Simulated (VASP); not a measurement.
# B (Pm-3n) in VASP: a series of runs

The runs below take B through single point, relaxation of cell and atoms, with PBE.

Everything below comes from runs of VASP 6.6.1. Logs are shortened: lines on timing, memory, paths and dates and some standing lists are left out, and cuts for length are marked.

### Step 1. The cell of the first run

Symmetry: Pm-3n, No. 223, cubic system. The conventional cell has a = 3.671 Å, b = 3.671 Å, c = 3.671 Å, α = 90.00°, β = 90.00°, γ = 90.00°. B (site symmetry m-3) has 12 B at 2.05 Å within 2.7 Å. Within 2.4 Å of B (site symmetry -4m2) lie 14 B at 1.84 to 2.25 Å.

### Step 2. Single point, PBE

Contents of INCAR:

```
SYSTEM = B
PREC     = Accurate       ! precision mode
ENCUT    = 520            ! plane-wave cutoff, eV
EDIFF    = 1E-6           ! SCF threshold, eV
ISMEAR   = 0              ! smearing method
SIGMA    = 0.1            ! smearing width, eV
LREAL    = .False.        ! projectors in reciprocal space
LASPH    = .True.         ! aspherical terms in the spheres
NELM     = 60             ! most SCF steps
ALGO     = Normal         ! electronic algorithm
ISIF     = 2              ! what is computed and relaxed
LWAVE    = .False.        ! write WAVECAR
LCHARG   = .False.        ! write CHGCAR
GGA      = PE             ! functional
NBANDS   = 22             ! bands
```

Contents of KPOINTS:

```
Automatic mesh
0
Gamma
  4 4 4
  0 0 0
```

Contents of POSCAR:

```
B
1.0
    3.6710334251      0.0000000000      0.0000000000
    0.0000000000      3.6710334251      0.0000000000
    0.0000000000      0.0000000000      3.6710334251
B
8
Direct
    0.5000000000      0.5000000000      0.5000000000
    0.0000000000      0.0000000000      0.0000000000
    0.2500000000      0.0000000000      0.5000000000
    0.5000000000      0.2500000000      0.0000000000
    0.5000000000      0.7500000000      0.0000000000
    0.7500000000      0.0000000000      0.5000000000
    0.0000000000      0.5000000000      0.7500000000
    0.0000000000      0.5000000000      0.2500000000
```

Potentials or basis: VASP PAW PBE potentials, release 64 (B).

On the command line:

```console
$ cat potpaw_PBE.64/B/POTCAR > POTCAR
$ mpirun -np 1 vasp_std > vasp.out
```

OUTCAR:

```text
SYSTEM = B
   PREC = Accurate
   ENCUT = 520
   EDIFF = 1E-6
   ISMEAR = 0
   LREAL = .False.
   LASPH = .True.
   NELM = 60
   ISIF = 2
   GGA = PE

 ion  position               nearest neighbor table
   1  0.500  0.500  0.500-   3 2.05   4 2.05   5 2.05   6 2.05   7 2.05   8 2.05   4 2.05   5 2.05
                             3 2.05   6 2.05   7 2.05   8 2.05
   2  0.000  0.000  0.000-   3 2.05   4 2.05   5 2.05   6 2.05   7 2.05   8 2.05   3 2.05   6 2.05
                             7 2.05   8 2.05   4 2.05   5 2.05
   3  0.250  0.000  0.500-   6 1.84   6 1.84   1 2.05   2 2.05   1 2.05   2 2.05
   4  0.500  0.250  0.000-   5 1.84   5 1.84   1 2.05   1 2.05   2 2.05   2 2.05
   5  0.500  0.750  0.000-   4 1.84   4 1.84   1 2.05   1 2.05   2 2.05   2 2.05
   6  0.750  0.000  0.500-   3 1.84   3 1.84   1 2.05   2 2.05   1 2.05   2 2.05
   7  0.000  0.500  0.750-   8 1.84   8 1.84   1 2.05   2 2.05   2 2.05   1 2.05
   8  0.000  0.500  0.250-   7 1.84   7 1.84   1 2.05   2 2.05   2 2.05   1 2.05

  LATTYP: Found a simple cubic cell.
 ALAT       =     3.6710334251

  Lattice vectors:

 A1 = (   3.6710334251,   0.0000000000,   0.0000000000)
 A2 = (   0.0000000000,   3.6710334251,   0.0000000000)
 A3 = (   0.0000000000,   0.0000000000,   3.6710334251)

Analysis of symmetry for initial positions (statically):
=====================================================================
 Subroutine PRICEL returns:
 Original cell was already a primitive cell.

 Routine SETGRP: Setting up the symmetry group for a
 simple cubic supercell.

 Subroutine GETGRP returns: Found 48 space group operations
 (whereof 24 operations were pure point group operations)
 out of a pool of 48 trial point group operations.

The static configuration has the point symmetry T_h .
 The point group associated with its full space group is O_h .

Analysis of symmetry for dynamics (positions and initial velocities):
=====================================================================
 Subroutine PRICEL returns:
 Original cell was already a primitive cell.

 Routine SETGRP: Setting up the symmetry group for a
 simple cubic supercell.

 Subroutine GETGRP returns: Found 48 space group operations
 (whereof 24 operations were pure point group operations)
 out of a pool of 48 trial point group operations.

The dynamic configuration has the point symmetry T_h .
 The point group associated with its full space group is O_h .

 Subroutine INISYM returns: Found 48 space group operations
 (whereof 24 operations are pure point group operations),
 and found     1 'primitive' translations

----------------------------------------------------------------------------------------

                                     Primitive cell

  volume of cell :      49.4726

  direct lattice vectors                    reciprocal lattice vectors
     3.671033425  0.000000000  0.000000000     0.272402859  0.000000000  0.000000000
     0.000000000  3.671033425  0.000000000     0.000000000  0.272402859  0.000000000
     0.000000000  0.000000000  3.671033425     0.000000000  0.000000000  0.272402859

  length of vectors
     3.671033425  3.671033425  3.671033425     0.272402859  0.272402859  0.272402859

  position of ions in fractional coordinates (direct lattice)
     0.500000000  0.500000000  0.500000000
     0.000000000  0.000000000  0.000000000
     0.250000000  0.000000000  0.500000000
     0.500000000  0.250000000  0.000000000
     0.500000000  0.750000000  0.000000000
     0.750000000  0.000000000  0.500000000
     0.000000000  0.500000000  0.750000000
     0.000000000  0.500000000  0.250000000

  ion indices of the primitive-cell ions
   primitive index   ion index
                 1           1
                 2           2
                 3           3
                 4           4
                 5           5
                 6           6
                 7           7
                 8           8

----------------------------------------------------------------------------------------

 KPOINTS: Automatic mesh

Automatic generation of k-mesh.
 Grid dimensions read from file:
 generate k-points for:    4    4    4

 Generating k-lattice:

  Cartesian coordinates                     Fractional coordinates (reciprocal lattice)
     0.068100715  0.000000000  0.000000000     0.250000000  0.000000000  0.000000000
     0.000000000  0.068100715  0.000000000     0.000000000  0.250000000  0.000000000
     0.000000000  0.000000000  0.068100715     0.000000000  0.000000000  0.250000000

  Length of vectors
     0.068100715  0.068100715  0.068100715

  Shift w.r.t. Gamma in fractional coordinates (k-lattice)
     0.000000000  0.000000000  0.000000000

 Subroutine IBZKPT returns following result:
 ===========================================

 Found     10 irreducible k-points:

 Following reciprocal coordinates:
            Coordinates               Weight
  0.000000  0.000000  0.000000      1.000000
  0.250000  0.000000  0.000000      6.000000
  0.500000  0.000000  0.000000      3.000000
  0.250000  0.250000  0.000000     12.000000
  0.500000  0.250000  0.000000     12.000000
  0.500000  0.500000  0.000000      3.000000
  0.250000  0.250000  0.250000      8.000000
  0.500000  0.250000  0.250000     12.000000
  0.500000  0.500000  0.250000      6.000000
  0.500000  0.500000  0.500000      1.000000
   k-points           NKPTS =     10   k-points in BZ     NKDIM =     10   number of bands    NBANDS=     22
   number of dos      NEDOS =    301   number of ions     NIONS =      8
   total plane-waves  NPLWV =  21952
   dimension x,y,z NGX =    28 NGY =   28 NGZ =   28
   dimension x,y,z NGXF=    56 NGYF=   56 NGZF=   56
   ions per type =               8
   NGX,Y,Z   is equivalent  to a cutoff of  12.68, 12.68, 12.68 a.u.
   NGXF,Y,Z  is equivalent  to a cutoff of  25.36, 25.36, 25.36 a.u.
 SYSTEM =  B
   PREC   = accura    normal or accurate (medium, high low for compatibility)
   ISTART =      0    job   : 0-new  1-cont  2-samecut
   ICHARG =      2    charge: 1-file 2-atom 10-const
   ISPIN  =      1    spin polarized calculation?
   LNONCOLLINEAR =      F non collinear calculations
   LSORBIT =      F    spin-orbit coupling
   LASPH  =      T    aspherical Exc in radial PAW
   ENCUT  =  520.0 eV  38.22 Ry    6.18 a.u.   6.83  6.83  6.83*2*pi/ulx,y,z
   NELM   =     60;   NELMIN=  2; NELMDL= -5     # of ELM steps
   EDIFF  = 0.1E-05   stopping-criterion for ELM
   LREAL  =      F    real-space projection
   EDIFFG = 0.1E-04   stopping-criterion for IOM
   NSW    =      0    number of steps for IOM
   IBRION =     -1    ionic relax: 0-MD 1-quasi-New 2-CG
   NFREE  =      0    steps in history (QN), initial steepest desc. (CG)
   ISIF   =      2    stress and relaxation
   ISYM   =      2    0-nonsym 1-usesym 2-fastsym
   POTIM  = 0.5000    time-step for ionic-motion
   TEBEG  =    0.0;   TEEND  =   0.0 temperature during run
   PSTRESS=    0.0 pullay stress
   NELECT =      24.0000    total number of electrons
   NUPDOWN=      -1.0000    fix difference up-down
   EMIN   =  10.00;   EMAX   =-10.00  energy-range for DOS
   EFERMI =   0.00;   METHOD = LEGACY
   ISMEAR =     0;   SIGMA  =   0.10  broadening in eV -4-tet -1-fermi 0-gaus
   EFERMI_NEDOS =   21; number of points for ismear=-14 and -15
   IALGO  =     38    algorithm
   IMIX   =      4    mixing-type and parameters
     AMIX     =   0.40;   BMIX     =  1.00
     AMIX_MAG =   1.60;   BMIX_MAG =  1.00
  volume/ion in A,a.u.               =       6.18        41.73
  Fermi-wavevector in a.u.,A,eV,Ry     =   1.286343  2.430836 22.513278  1.654679
  Thomas-Fermi vector in A             =   2.418423
   LORBIT       =      0    0 simple, 1 ext, 2 COOP (PROOUT), +10 PAW based schemes
   GGA     = PE    functional components
   LHFCALC =     F    Hartree Fock is set to
   AEXX    =    0.0000 exact exchange contribution
   IVDW    =     0    specifies the selected vdW correction
   LEPSILON=     F    determine dielectric tensor
   LRPA    =     F    only Hartree local field effects (RPA)
 non-spin polarized calculation
 Gauss-broadening in eV      SIGMA  =   0.10
  energy-cutoff  :      520.00
  volume of cell :       49.47
 maximum number of plane-waves:      1357
 NGX is ok and might be reduce to    28
   NGX = 13   NGY = 13   NGZ = 13

 number of electron      24.0000002 magnetization

 Free energy of the ion-electron system (eV)
  ---------------------------------------------------
  ext. energy  EPLUGINS =         0.00000000
  ---------------------------------------------------
  free energy    TOTEN  =       -41.19397427 eV

  energy without entropy =      -41.16730236  energy(sigma->0) =      -41.18063831

 E-fermi :  10.0589     XC(G=0): -12.8073

 val. band max:        9.8656005829   @ k =   0.5000   0.2500   0.0000
 cond. band min:      10.0679620902   @ k =   0.5000   0.0000   0.0000
 fundamental gap:      0.2023615072
 Fermi energy:        10.0588809341

 k-point     1 :       0.0000    0.0000    0.0000
  band No.  band energies     occupation
      1      -8.6485      2.00000
      2      -0.2787      2.00000
      3      -0.2787      2.00000
      4      -0.2787      2.00000
      5       0.5104      2.00000
      6       0.5104      2.00000
[... 14 lines left out ...]
     21      16.3915      0.00000
     22      16.3915      0.00000

 k-point     2 :       0.2500    0.0000    0.0000
  band No.  band energies     occupation
      1      -8.0897      2.00000
      2      -3.6591      2.00000
      3       0.2798      2.00000
      4       0.2798      2.00000
      5       0.8639      2.00000
      6       0.8691      2.00000
[... 14 lines left out ...]
     21      15.1842      0.00000
     22      15.3770      0.00000

 k-point     3 :       0.5000    0.0000    0.0000
  band No.  band energies     occupation
      1      -6.4180      2.00000
      2      -6.4180      2.00000
      3       1.3687      2.00000
      4       1.3687      2.00000
      5       1.4075      2.00000
      6       1.4075      2.00000
[... 14 lines left out ...]
     21      17.4833      0.00000
     22      17.4838      0.00000

 k-point     4 :       0.2500    0.2500    0.0000
  band No.  band energies     occupation
      1      -7.5311      2.00000
      2      -3.1108      2.00000
      3      -3.1081      2.00000
      4       0.8457      2.00000
      5       1.0729      2.00000
      6       1.1962      2.00000
[... 14 lines left out ...]
     21      16.4740      0.00000
     22      17.2394      0.00000

 k-point     5 :       0.5000    0.2500    0.0000
  band No.  band energies     occupation
      1      -5.8655      2.00000
      2      -5.8556      2.00000
      3      -1.5378      2.00000
      4      -1.4246      2.00000
      5       1.6704      2.00000
      6       2.0420      2.00000
[... 14 lines left out ...]
     21      16.6849      0.00000
     22      17.1263      0.00000

 k-point     6 :       0.5000    0.5000    0.0000
  band No.  band energies     occupation
      1      -4.2450      2.00000
      2      -4.1936      2.00000
      3      -4.1936      2.00000
      4      -4.1559      2.00000
      5       2.0647      2.00000
      6       3.4726      2.00000
[... 14 lines left out ...]
     21      16.5306      0.00000
     22      18.3538      0.00000

 k-point     7 :       0.2500    0.2500    0.2500
  band No.  band energies     occupation
      1      -6.9726      2.00000
      2      -2.5673      2.00000
      3      -2.5673      2.00000
      4      -2.5518      2.00000
      5       1.4656      2.00000
      6       1.4656      2.00000
[... 14 lines left out ...]
     21      17.8034      0.00000
     22      17.8040      0.00000

 k-point     8 :       0.5000    0.2500    0.2500
  band No.  band energies     occupation
      1      -5.3038      2.00000
      2      -5.3038      2.00000
      3      -1.0211      2.00000
      4      -1.0211      2.00000
      5      -0.8638      2.00000
      6      -0.8638      2.00000
[... 14 lines left out ...]
     21      16.9111      0.00000
     22      16.9111      0.00000

 k-point     9 :       0.5000    0.5000    0.2500
  band No.  band energies     occupation
      1      -3.6914      2.00000
      2      -3.6360      2.00000
      3      -3.6360      2.00000
      4      -3.6119      2.00000
      5       0.3514      2.00000
      6       0.7365      2.00000
[... 14 lines left out ...]
     21      16.2723      0.00000
     22      17.5892      0.00000

 k-point    10 :       0.5000    0.5000    0.5000
  band No.  band energies     occupation
      1      -2.0270      2.00000
      2      -2.0270      2.00000
      3      -2.0270      2.00000
      4      -2.0270      2.00000
      5      -2.0270      2.00000
      6      -2.0270      2.00000
[... 14 lines left out ...]
     21      15.7900      0.00000
     22      15.7900      0.00000

------------------------ aborting loop because EDIFF is reached ----------------------------------------

  FORCE on cell =-STRESS in cart. coord.  units (eV):
  Direction    XX          YY          ZZ          XY          YZ          ZX
  --------------------------------------------------------------------------------------
  -------------------------------------------------------------------------------------
  Total       -0.1062562     -0.1062562     -0.1062562      0.0000000     -0.0000000      0.0000000
  in kB       -3.4411187     -3.4411187     -3.4411187      0.0000000     -0.0000000      0.0000000
  external PRESSURE =      -3.4411187 kB  Pullay stress =       0.0000000 kB

 VOLUME and BASIS-vectors are now :
 -----------------------------------------------------------------------------
  energy-cutoff  :      520.00
  volume of cell :       49.47
      direct lattice vectors                 reciprocal lattice vectors
     3.671033425  0.000000000  0.000000000     0.272402859  0.000000000  0.000000000
     0.000000000  3.671033425  0.000000000     0.000000000  0.272402859  0.000000000
     0.000000000  0.000000000  3.671033425     0.000000000  0.000000000  0.272402859

 POSITION                                       TOTAL-FORCE (eV/Angst)
 -----------------------------------------------------------------------------------
      1.83552      1.83552      1.83552        -0.000000     -0.000000     -0.000000
      0.00000      0.00000      0.00000        -0.000000     -0.000000     -0.000000
      0.91776      0.00000      1.83552         0.000000      0.000000      0.000000
      1.83552      0.91776      0.00000        -0.000000     -0.000000      0.000000
      1.83552      2.75328      0.00000         0.000000     -0.000000      0.000000
      2.75328      0.00000      1.83552        -0.000000     -0.000000      0.000000
      0.00000      1.83552      2.75328         0.000000      0.000000      0.000000
      0.00000      1.83552      0.91776         0.000000     -0.000000     -0.000000
 -----------------------------------------------------------------------------------
    total drift:                                0.000000      0.000000     -0.000000

  FREE ENERGIE OF THE ION-ELECTRON SYSTEM (eV)
  ---------------------------------------------------
  free  energy   TOTEN  =       -41.1939742651 eV

  energy  without entropy=      -41.1673023638  energy(sigma->0) =      -41.18063831
```

Wall time 11 s (1 thread of Intel Xeon Platinum 8488C (Sapphire Rapids), shared host); peak memory 0.14 GiB.

Results:

```
Free energy            : -41.1940 eV
Pressure               : -0.3 GPa
Band gap on the k mesh : zero (bands 12 and 13 overlap by 4.71 eV)
```

Levels at points of the mesh, in eV from the Fermi level:
```tsv
k point	band 9	band 10	band 11	band 12	band 13	band 14	band 15	band 16
(0.00, 0.00, 0.00)	-2.54	-2.54	-2.32	-2.32	-0.22	-0.22	-0.22	2.10
(0.50, 0.00, 0.00)	-6.13	-6.13	0.01	0.01	1.05	1.05	2.12	2.12
(0.50, 0.50, 0.00)	-5.39	-3.92	-3.92	-1.40	3.19	3.57	3.59	3.59
(0.50, 0.50, 0.50)	4.48	4.48	4.48	4.48	4.48	4.48	4.72	4.72
```

Caveat: the k points lie up to 0.43 Å⁻¹ apart, too coarse for converged energies and pressures of a metal.

### Step 3. Single point, PBE

This run uses another cell than the first one, of 6.14 Å³/atom.

Contents of INCAR:

```
PREC     = Accurate       # precision mode
ENCUT    = 520            # plane-wave cutoff, eV
EDIFF    = 1E-7           # SCF threshold, eV
ISMEAR   = 0              # smearing method
SIGMA    = 0.1            # smearing width, eV
LREAL    = False          # projectors in reciprocal space
LASPH    = True           # aspherical terms in the spheres
NELM     = 60             # most SCF steps
ALGO     = Normal         # electronic algorithm
ISIF     = 2              # what is computed and relaxed
LWAVE    = False          # write WAVECAR
LCHARG   = False          # write CHGCAR
GGA      = PE             # functional
NBANDS   = 22             # bands
```

Contents of KPOINTS:

```
regular mesh
0
Gamma
  6 6 6
```

Contents of POSCAR:

```
B
1.0
    3.6620232866      0.0000000000      0.0000000000
    0.0000000000      3.6620232866      0.0000000000
    0.0000000000      0.0000000000      3.6620232866
B
8
Direct
    0.5000000000      0.5000000000      0.5000000000
    0.0000000000      0.0000000000      0.0000000000
    0.2500000000      0.0000000000      0.5000000000
    0.5000000000      0.2500000000      0.0000000000
    0.5000000000      0.7500000000      0.0000000000
    0.7500000000      1.0000000000      0.5000000000
    0.0000000000      0.5000000000      0.7500000000
    0.0000000000      0.5000000000      0.2500000000
```

Potentials or basis: VASP PAW PBE potentials, release 64 (B).

On the command line:

```console
$ cat potpaw_PBE.64/B/POTCAR > POTCAR
$ mpirun -np 1 vasp_std > vasp.out
```

Wall time 21 s (1 thread of Intel Xeon Platinum 8488C (Sapphire Rapids), shared host); peak memory 0.15 GiB.

The run converged. Its results:

* Free energy: -41.3036 eV
* Pressure: 1.4 GPa
* Band gap on the k mesh: zero (bands 12 and 13 overlap by 5.19 eV)

Levels at points of the mesh, in eV from the Fermi level:
| k point | band 9 | band 10 | band 11 | band 12 | band 13 | band 14 | band 15 | band 16 |
| --- | --- | --- | --- | --- | --- | --- | --- | --- |
| (0.00, 0.00, 0.00) | -2.52 | -2.52 | -2.26 | -2.26 | -0.19 | -0.19 | -0.19 | 2.18 |
| (0.50, 0.00, 0.00) | -6.10 | -6.10 | 0.06 | 0.06 | 1.09 | 1.09 | 2.17 | 2.17 |
| (0.50, 0.50, 0.00) | -5.38 | -3.88 | -3.88 | -1.34 | 3.25 | 3.63 | 3.66 | 3.66 |
| (0.50, 0.50, 0.50) | 4.56 | 4.56 | 4.56 | 4.56 | 4.56 | 4.56 | 4.79 | 4.79 |

[end of part 1 of 2]

The gap in the log of VASP goes by the Fermi energy; the results here count the filled bands.